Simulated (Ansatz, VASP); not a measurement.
Nb in VASP and in Ansatz

```
Nb
1.0
    -1.66395    1.66395    1.66395
     1.66395   -1.66395    1.66395
     1.66395    1.66395   -1.66395
Nb
1
Direct
  0.00000 0.00000 0.00000
```

Alike in both runs: task single point; functional r2SCAN; k mesh 10 × 10 × 10; occupations fermi-dirac, width 0.1 eV; no spin polarisation.

|  | VASP | Ansatz |
| --- | --- | --- |
| version | VASP 6.6.1 | Ansatz 0.2.0 |
| potentials or method | VASP PAW PBE potentials, release 64 (Nb_sv), cutoff 550 eV | PAW, plane waves, scalar-relativistic |
| valence electrons in the cell | 13 | 13 |

|  | VASP | Ansatz | Ansatz less VASP |
| --- | --- | --- | --- |
| pressure (GPa) | -3.1 | -3.0 | +0.09 |

VASP's potentials were made for PBE, not for r2SCAN.
